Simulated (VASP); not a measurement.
# Sr2I (Pnnm) in VASP: relaxation of cell and atoms with PBE

Aim: the relaxation of cell and atoms of Sr2I with PBE.

Everything below comes from runs of VASP 6.6.1. Logs are shortened: lines on timing, memory, paths and dates and some standing lists are left out, and cuts for length are marked.

### Step 1. The cell of the first run

Symmetry: Pnnm, No. 58, orthorhombic system. Conventional cell: a = 7.571 Å, b = 8.999 Å, c = 4.273 Å, α = 90.00°, β = 90.00°, γ = 90.00°. Within 4.4 Å of Sr (site symmetry m) lie 3 I at 3.35 to 3.49 Å and 3 Sr at 4.16 to 4.27 Å. I (site symmetry 2/m) has 6 Sr at 3.35 to 3.49 Å and 2 I at 4.27 Å within 4.4 Å.

### Step 2. Relaxation of cell and atoms, PBE

The input, INCAR:

```
SYSTEM = Sr2I
PREC     = Accurate       ! precision mode
ENCUT    = 600            ! plane-wave cutoff, eV
EDIFF    = 1E-6           ! SCF threshold, eV
ISMEAR   = 0              ! smearing method
SIGMA    = 0.1            ! smearing width, eV
LREAL    = .FALSE.        ! projectors in reciprocal space
LASPH    = .TRUE.         ! aspherical terms in the spheres
NELM     = 60             ! most SCF steps
ALGO     = Normal         ! electronic algorithm
ISIF     = 3              ! what is computed and relaxed
LWAVE    = .FALSE.        ! write WAVECAR
LCHARG   = .FALSE.        ! write CHGCAR
GGA      = PE             ! functional
IBRION   = 2              ! ionic algorithm
NSW      = 100            ! ionic steps
EDIFFG   = -0.01          ! ionic threshold
KPAR     = 4
```

The input, KPOINTS:

```
regular mesh
0
G
  6 4 10
  0 0 0
```

The input, POSCAR:

```
Sr2I
1.0
    7.5709290913      0.0000000000      0.0000000000
    0.0000000000      8.9985775697      0.0000000000
    0.0000000000      0.0000000000      4.2727324302
Sr I
4 2
Direct
    0.3071743152      0.8350370002      0.5000000000
    0.8071743152      0.6649629998      0.0000000000
    0.6928256848      0.1649629998      0.5000000000
    0.1928256848      0.3350370002      0.0000000000
    0.5000000000      0.5000000000      0.5000000000
    0.0000000000      0.0000000000      0.0000000000
```

Potentials or basis: VASP PAW PBE potentials, release 64 (Sr_sv, I).

Started as:

```bash
$ cat potpaw_PBE.64/Sr_sv/POTCAR potpaw_PBE.64/I/POTCAR > POTCAR
$ mpirun -np 4 vasp_std > vasp.out
```

OUTCAR:

```text
SYSTEM = Sr2I
   PREC = Accurate
   ENCUT = 600
   EDIFF = 1E-6
   ISMEAR = 0
   LREAL = .FALSE.
   LASPH = .TRUE.
   NELM = 60
   ISIF = 3
   GGA = PE
   IBRION = 2
   NSW = 100
   EDIFFG = -0.01

 ion  position               nearest neighbor table
   1  0.307  0.835  0.500-   5 3.35   6 3.49   6 3.49   3 4.16   2 4.61   2 4.61   2 4.61   2 4.61
                             4 5.06   4 5.06   4 5.06   4 5.06
   2  0.807  0.665  0.000-   6 3.35   5 3.49   5 3.49   4 4.16   1 4.61   1 4.61   1 4.61   1 4.61
                             3 5.06   3 5.06   3 5.06   3 5.06
   3  0.693  0.165  0.500-   5 3.35   6 3.49   6 3.49   1 4.16   4 4.61   4 4.61   4 4.61   4 4.61
                             2 5.06   2 5.06   2 5.06   2 5.06
   4  0.193  0.335  0.000-   6 3.35   5 3.49   5 3.49   2 4.16   3 4.61   3 4.61   3 4.61   3 4.61
                             1 5.06   1 5.06   1 5.06   1 5.06
   5  0.500  0.500  0.500-   1 3.35   3 3.35   2 3.49   4 3.49   2 3.49   4 3.49
   6  0.000  0.000  0.000-   2 3.35   4 3.35   3 3.49   1 3.49   1 3.49   3 3.49

  LATTYP: Found a simple orthorhombic cell.
 ALAT       =     4.2727324302
 B/A-ratio  =     1.7719174357
 C/A-ratio  =     2.1060475274

  Lattice vectors:

 A1 = (   0.0000000000,   0.0000000000,   4.2727324302)
 A2 = (   7.5709290913,   0.0000000000,   0.0000000000)
 A3 = (   0.0000000000,   8.9985775697,   0.0000000000)

Analysis of symmetry for initial positions (statically):
=====================================================================
 Subroutine PRICEL returns:
 Original cell was already a primitive cell.

 Routine SETGRP: Setting up the symmetry group for a
 simple orthorhombic supercell.

 Subroutine GETGRP returns: Found  8 space group operations
 (whereof  4 operations were pure point group operations)
 out of a pool of  8 trial point group operations.

The static configuration has the point symmetry C_2h.
 The point group associated with its full space group is D_2h.

Analysis of symmetry for dynamics (positions and initial velocities):
=====================================================================
 Subroutine PRICEL returns:
 Original cell was already a primitive cell.

 Routine SETGRP: Setting up the symmetry group for a
 simple orthorhombic supercell.

 Subroutine GETGRP returns: Found  8 space group operations
 (whereof  4 operations were pure point group operations)
 out of a pool of  8 trial point group operations.

The dynamic configuration has the point symmetry C_2h.
 The point group associated with its full space group is D_2h.

 Subroutine INISYM returns: Found  8 space group operations
 (whereof  4 operations are pure point group operations),
 and found     1 'primitive' translations

----------------------------------------------------------------------------------------

                                     Primitive cell

  volume of cell :     291.0910

  direct lattice vectors                    reciprocal lattice vectors
     7.570929091  0.000000000  0.000000000     0.132084185  0.000000000  0.000000000
     0.000000000  8.998577570  0.000000000     0.000000000  0.111128675  0.000000000
     0.000000000  0.000000000  4.272732430     0.000000000  0.000000000  0.234042271

  length of vectors
     7.570929091  8.998577570  4.272732430     0.132084185  0.111128675  0.234042271

  position of ions in fractional coordinates (direct lattice)
     0.307174315  0.835037000  0.500000000
     0.807174315  0.664963000  0.000000000
     0.692825685  0.164963000  0.500000000
     0.192825685  0.335037000  0.000000000
     0.500000000  0.500000000  0.500000000
     0.000000000  0.000000000  0.000000000

  ion indices of the primitive-cell ions
   primitive index   ion index
                 1           1
                 2           2
                 3           3
                 4           4
                 5           5
                 6           6

----------------------------------------------------------------------------------------

 KPOINTS: regular mesh

Automatic generation of k-mesh.
 Grid dimensions read from file:
 generate k-points for:    6    4   10

 Generating k-lattice:

  Cartesian coordinates                     Fractional coordinates (reciprocal lattice)
     0.022014031  0.000000000  0.000000000     0.166666667  0.000000000  0.000000000
     0.000000000  0.027782169  0.000000000     0.000000000  0.250000000  0.000000000
     0.000000000  0.000000000  0.023404227     0.000000000  0.000000000  0.100000000

  Length of vectors
     0.022014031  0.027782169  0.023404227

  Shift w.r.t. Gamma in fractional coordinates (k-lattice)
     0.000000000  0.000000000  0.000000000

 Subroutine IBZKPT returns following result:
 ===========================================

 Found     72 irreducible k-points:

 Following reciprocal coordinates:
            Coordinates               Weight
  0.000000  0.000000  0.000000      1.000000
  0.166667  0.000000  0.000000      2.000000
  0.333333  0.000000  0.000000      2.000000
  0.500000  0.000000  0.000000      1.000000
  0.000000  0.250000  0.000000      2.000000
  0.166667  0.250000  0.000000      4.000000
[... 16 lines left out ...]
  0.333333  0.500000  0.100000      4.000000
  0.500000  0.500000  0.100000      2.000000
 [... further k-points ...]
   k-points           NKPTS =     72   k-points in BZ     NKDIM =     72   number of bands    NBANDS=     32
   number of dos      NEDOS =    301   number of ions     NIONS =      6
   total plane-waves  NPLWV = 155520
   dimension x,y,z NGX =    60 NGY =   72 NGZ =   36
   dimension x,y,z NGXF=   120 NGYF=  144 NGZF=   72
   ions per type =               4   2
   NGX,Y,Z   is equivalent  to a cutoff of  13.18, 13.30, 14.01 a.u.
   NGXF,Y,Z  is equivalent  to a cutoff of  26.35, 26.60, 28.01 a.u.
 SYSTEM =  Sr2I
   PREC   = accura    normal or accurate (medium, high low for compatibility)
   ISTART =      0    job   : 0-new  1-cont  2-samecut
   ICHARG =      2    charge: 1-file 2-atom 10-const
   ISPIN  =      1    spin polarized calculation?
   LNONCOLLINEAR =      F non collinear calculations
   LSORBIT =      F    spin-orbit coupling
   LASPH  =      T    aspherical Exc in radial PAW
   ENCUT  =  600.0 eV  44.10 Ry    6.64 a.u.  15.12 17.97  8.53*2*pi/ulx,y,z
   NELM   =     60;   NELMIN=  2; NELMDL= -5     # of ELM steps
   EDIFF  = 0.1E-05   stopping-criterion for ELM
   LREAL  =      F    real-space projection
   EDIFFG = -.1E-01   stopping-criterion for IOM
   NSW    =    100    number of steps for IOM
   IBRION =      2    ionic relax: 0-MD 1-quasi-New 2-CG
   NFREE  =      1    steps in history (QN), initial steepest desc. (CG)
   ISIF   =      3    stress and relaxation
   ISYM   =      2    0-nonsym 1-usesym 2-fastsym
   POTIM  = 0.5000    time-step for ionic-motion
   TEBEG  =    0.0;   TEEND  =   0.0 temperature during run
   PSTRESS=    0.0 pullay stress
   NELECT =      54.0000    total number of electrons
   NUPDOWN=      -1.0000    fix difference up-down
   EMIN   =  10.00;   EMAX   =-10.00  energy-range for DOS
   EFERMI =   0.00;   METHOD = LEGACY
   ISMEAR =     0;   SIGMA  =   0.10  broadening in eV -4-tet -1-fermi 0-gaus
   EFERMI_NEDOS =   21; number of points for ismear=-14 and -15
   IALGO  =     38    algorithm
   IMIX   =      4    mixing-type and parameters
     AMIX     =   0.40;   BMIX     =  1.00
     AMIX_MAG =   1.60;   BMIX_MAG =  1.00
  volume/ion in A,a.u.               =      48.52       327.40
  Fermi-wavevector in a.u.,A,eV,Ry     =   0.933677  1.764393 11.860908  0.871752
  Thomas-Fermi vector in A             =   2.060403
   LORBIT       =      0    0 simple, 1 ext, 2 COOP (PROOUT), +10 PAW based schemes
   GGA     = PE    functional components
   LHFCALC =     F    Hartree Fock is set to
   AEXX    =    0.0000 exact exchange contribution
   IVDW    =     0    specifies the selected vdW correction
   LEPSILON=     F    determine dielectric tensor
   LRPA    =     F    only Hartree local field effects (RPA)
 conjugate gradient relaxation of ions
 non-spin polarized calculation
 Gauss-broadening in eV      SIGMA  =   0.10
  energy-cutoff  :      600.00
  volume of cell :      291.09
 maximum number of plane-waves:      9748
   NGX = 31   NGY = 35   NGZ = 17

 number of electron      54.0000001 magnetization

 Free energy of the ion-electron system (eV)
  ---------------------------------------------------
  ext. energy  EPLUGINS =         0.00000000
  ---------------------------------------------------
  free energy    TOTEN  =       -13.42833164 eV

  energy without entropy =      -13.38371691  energy(sigma->0) =      -13.40602428

 E-fermi :   2.9720     XC(G=0):  -7.6476

 val. band max:        2.9658215591   @ k =   0.5000   0.5000   0.3000
 cond. band min:       2.9801394519   @ k =   0.0000   0.5000   0.4000
 fundamental gap:      0.0143178928
 Fermi energy:         2.9720000748

 k-point     1 :       0.0000    0.0000    0.0000
  band No.  band energies     occupation
      1     -33.9304      2.00000
      2     -33.9264      2.00000
      3     -33.9263      2.00000
      4     -33.9240      2.00000
      5     -16.0441      2.00000
      6     -15.9805      2.00000
[... 24 lines left out ...]
     31       4.1008      0.00000
     32       4.4110      0.00000

 k-point     2 :       0.1667    0.0000    0.0000
  band No.  band energies     occupation
      1     -33.9301      2.00000
      2     -33.9265      2.00000
      3     -33.9262      2.00000
      4     -33.9242      2.00000
      5     -16.0398      2.00000
      6     -15.9779      2.00000
[... 24 lines left out ...]
     31       4.1563      0.00000
     32       4.4011      0.00000

 k-point     3 :       0.3333    0.0000    0.0000
  band No.  band energies     occupation
      1     -33.9294      2.00000
      2     -33.9273      2.00000
      3     -33.9258      2.00000
      4     -33.9246      2.00000
      5     -16.0280      2.00000
      6     -15.9920      2.00000
[... 24 lines left out ...]
     31       3.9548      0.00000
     32       4.2306      0.00000

 k-point     4 :       0.5000    0.0000    0.0000
  band No.  band energies     occupation
      1     -33.9283      2.00000
      2     -33.9283      2.00000
      3     -33.9252      2.00000
      4     -33.9252      2.00000
      5     -16.0113      2.00000
      6     -16.0113      2.00000
[... 24 lines left out ...]
     31       3.9625      0.00000
     32       3.9625      0.00000

 k-point     5 :       0.0000    0.2500    0.0000
  band No.  band energies     occupation
      1     -33.9301      2.00000
      2     -33.9277      2.00000
      3     -33.9252      2.00000
      4     -33.9241      2.00000
      5     -16.0351      2.00000
      6     -15.9906      2.00000
[... 584 lines left out ...]
     31       4.7225      0.00000
     32       4.7225      0.00000

 k-point    22 :       0.1667    0.5000    0.1000
  band No.  band energies     occupation
      1     -33.9284      2.00000
      2     -33.9284      2.00000
      3     -33.9243      2.00000
      4     -33.9243      2.00000
      5     -16.0080      2.00000
      6     -16.0080      2.00000
[... 24 lines left out ...]
     31       4.5424      0.00000
     32       4.5424      0.00000

 k-point    23 :       0.3333    0.5000    0.1000
  band No.  band energies     occupation
      1     -33.9280      2.00000
      2     -33.9280      2.00000
      3     -33.9246      2.00000
      4     -33.9246      2.00000
      5     -16.0028      2.00000
      6     -16.0028      2.00000
[... 24 lines left out ...]
     31       4.2541      0.00000
     32       4.2541      0.00000

 k-point    24 :       0.5000    0.5000    0.1000
  band No.  band energies     occupation
      1     -33.9278      2.00000
      2     -33.9278      2.00000
      3     -33.9248      2.00000
      4     -33.9248      2.00000
      5     -15.9995      2.00000
      6     -15.9995      2.00000
[... 24 lines left out ...]
     31       4.1540      0.00000
     32       4.1540      0.00000

 [... further k-points ...]
[... 5 lines left out ...]
  --------------------------------------------------------------------------------------
  -------------------------------------------------------------------------------------
  Total        0.0477028      0.0534661      0.0191525      0.0000000      0.0000000      0.0000000
  in kB        0.2625585      0.2942798      0.1054163      0.0000000      0.0000000      0.0000000
  external PRESSURE =       0.2207516 kB  Pullay stress =       0.0000000 kB

 VOLUME and BASIS-vectors are now :
 -----------------------------------------------------------------------------
  energy-cutoff  :      600.00
  volume of cell :      291.09
      direct lattice vectors                 reciprocal lattice vectors
     7.570929091  0.000000000  0.000000000     0.132084185  0.000000000  0.000000000
     0.000000000  8.998577570  0.000000000     0.000000000  0.111128675  0.000000000
     0.000000000  0.000000000  4.272732430     0.000000000  0.000000000  0.234042271

 POSITION                                       TOTAL-FORCE (eV/Angst)
 -----------------------------------------------------------------------------------
      2.32559      7.51415      2.13637        -0.003115      0.001762     -0.000000
      6.11106      5.98372      0.00000        -0.003115     -0.001762     -0.000000
      5.24533      1.48443      2.13637         0.003115     -0.001762      0.000000
      1.45987      3.01486      0.00000         0.003115      0.001762      0.000000
      3.78546      4.49929      2.13637        -0.000000     -0.000000      0.000000
      0.00000      0.00000      0.00000        -0.000000     -0.000000      0.000000
 -----------------------------------------------------------------------------------
    total drift:                                0.000000      0.000000      0.000000

  FREE ENERGIE OF THE ION-ELECTRON SYSTEM (eV)
  ---------------------------------------------------
  free  energy   TOTEN  =       -13.4283316382 eV

  energy  without entropy=      -13.3837169130  energy(sigma->0) =      -13.40602428

 reached required accuracy - stopping structural energy minimisation
```

Run time: 2.2 min. Hardware: 4 MPI ranks of Intel Xeon 6975P-C (Granite Rapids), shared host; peak memory 0.86 GiB.

What came out:

| Item | Value |
| --- | --- |
| Free energy | -13.4283 eV |
| Pressure after relaxing | 0.0 GPa |
| Largest force after relaxing | 0.004 eV/Å |
| Band gap on the k mesh | zero (band 27 reaches 3.33 eV, above the bottom of band 28 at 2.23 eV) |

Forces in eV/Å, atoms in the order of the input:
```
Sr  -0.003  0.002  0.000
Sr  -0.003 -0.002  0.000
Sr   0.003 -0.002  0.000
Sr   0.003  0.002  0.000
I    0.000  0.000  0.000
I    0.000  0.000  0.000
```

Final structure:
```
Sr I
1.0
     7.57093    0.00000    0.00000
     0.00000    8.99858    0.00000
     0.00000    0.00000    4.27273
Sr I
4 2
Cartesian
  2.3256 7.5141 2.1364
  6.1111 5.9837 0.0000
  5.2453 1.4844 2.1364
  1.4599 3.0149 0.0000
  3.7855 4.4993 2.1364
  0.0000 0.0000 0.0000
```

Caveat: the relaxation stopped at its first step, so nothing moved; spin-orbit coupling is left out, which moves the levels of the heavy elements.
